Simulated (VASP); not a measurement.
A run of VASP 6.6.1 is set up as follows.

File INCAR:

```
SYSTEM = Ca2Ta3O
ALGO = Normal
EDIFF = 1E-6
ENCUT = 600
GGA = PE
GGA_COMPAT = .False.
ISIF = 2
ISMEAR = 0
LASPH = .True.
LCHARG = .True.
LELF = .True.
LREAL = .False.
LVHAR = .True.
LWAVE = .False.
NBANDS = 42
NELM = 120
PREC = Accurate
SIGMA = 0.1
```

File KPOINTS:

```
k-points
0
Gamma
  4 4 4
  0 0 0
```

POSCAR

```
Ca2Ta3O
1.0
    4.2739483900      0.0000000000      0.0000000000
    0.0000000000      4.2739483900      0.0000000000
    0.0000000000      0.0000000000      6.1415678200
Ca Ta O
2 3 1
Direct
    0.5000000000      0.5000000000      0.6153960300
    0.0000000000      0.0000000000      0.6065423100
    0.0000000000      0.5000000000      0.5614809700
    0.5000000000      0.0000000000      0.5614809700
    0.0000000000      0.0000000000      0.0257520000
    0.0000000000      0.0000000000      0.2687059300
```

Potentials or basis: VASP PAW PBE potentials, release 64 (Ca_sv, Ta_sv_GW, O).

Command:

```bash
$ cat potpaw_PBE.64/Ca_sv/POTCAR potpaw_PBE.64/Ta_sv_GW/POTCAR potpaw_PBE.64/O/POTCAR > POTCAR
$ mpirun -np 1 vasp_std > vasp.out
```

(1) Predict the pressure.

(2) Predict the largest force.

(3) Estimate the band gap on the k mesh.

Results:

(1) 68.8 GPa.

(2) 24.405 eV/Å.

(3) zero (an odd number of electrons rules out a gap without spin polarisation).

Caveat: the k points lie up to 0.37 Å⁻¹ apart, too coarse for converged energies and pressures of a metal; atoms lie so close that the PAW spheres overlap strongly, which falsifies energies and pressures; spin-orbit coupling is left out, which moves the levels of the heavy elements; an odd number of electrons without spin polarisation forces a metal; a magnetic or distorted state may lie lower.
